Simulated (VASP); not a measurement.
Here is a VASP 6.6.1 calculation.

Contents of INCAR:

```
SYSTEM = Mg
PREC = Accurate ; ENCUT = 520
EDIFF = 1E-7 ; ISMEAR = -1
SIGMA = 0.1 ; LREAL = .FALSE.
LASPH = .TRUE. ; NELM = 80
ALGO = Normal ; ISIF = 2
LWAVE = .FALSE. ; LCHARG = .FALSE.
GGA = PS ; NBANDS = 9
```

Contents of KPOINTS:

```
regular mesh
0
G
  19 19 10
  0 0 0
```

Contents of POSCAR:

```
Mg
1.0
    3.1749608202      0.0000000000      0.0000000000
   -1.5874804101      2.7495967263      0.0000000000
    0.0000000000      0.0000000000      5.1543210931
Mg
2
Direct
    0.3333333333      0.6666666667      0.2500000000
    0.6666666667      0.3333333333      0.7500000000
```

Potentials or basis: VASP PAW PBE potentials, release 64 (Mg).

The run is started by

```console
$ cat potpaw_PBE.64/Mg/POTCAR > POTCAR
$ mpirun -np 1 vasp_std > vasp.out
```

**Question.** Estimate the band gap on the k mesh.

**Answer.** Zero (bands 2 and 3 overlap by 2.19 eV).

**Question.** What does it give for the pressure?

**Answer.** 0.0 GPa.

Caveat: the PAW data sets were made with another functional, which shifts forces and pressure a little.
